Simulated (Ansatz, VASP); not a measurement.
One calculation of Ag, two programs

```xyz
4
Lattice="2.9809 0.0000 0.0000 -1.4904 2.5815 0.0000 0.0000 0.0000 9.7070" Properties=species:S:1:pos:R:3 pbc="T T T"
Ag    0.0000    1.7210    2.4267
Ag    1.4904    0.8605    7.2802
Ag    0.0000    0.0000    0.0000
Ag    0.0000    0.0000    4.8535
```

Change from the starting cell: strain +0.015 along x and y, +0.015 along z, atoms carried along.

Alike in both runs: task single point; functional PBE; k mesh 18 × 18 × 6; occupations gaussian, width 0.15 eV; no spin polarisation.

|  | VASP | Ansatz |
| --- | --- | --- |
| version | VASP 6.6.1 | Ansatz 0.2.0 |
| potentials or method | VASP PAW PBE potentials, release 64 (Ag), cutoff 520 eV | scalar-relativistic, plane waves, PAW |
| valence electrons in the cell | 44 | 76 |

```tsv
	VASP	Ansatz	Ansatz less VASP
gap on the k mesh at the Fermi level (eV)	none	none	-
pressure (GPa)	-3.6	-3.5	+0.04
traceless stress, the component that is largest in VASP (GPa)	0.17	0.17	-0.001
```

A gap of «none» marks a metal or a gap that the smearing closes. With one functional, cell and mesh, what is left measures potentials, basis and numerics. VASP's potentials hold 44 valence electrons a cell and Ansatz's 76, so a difference there can come from the potentials and not from the codes.
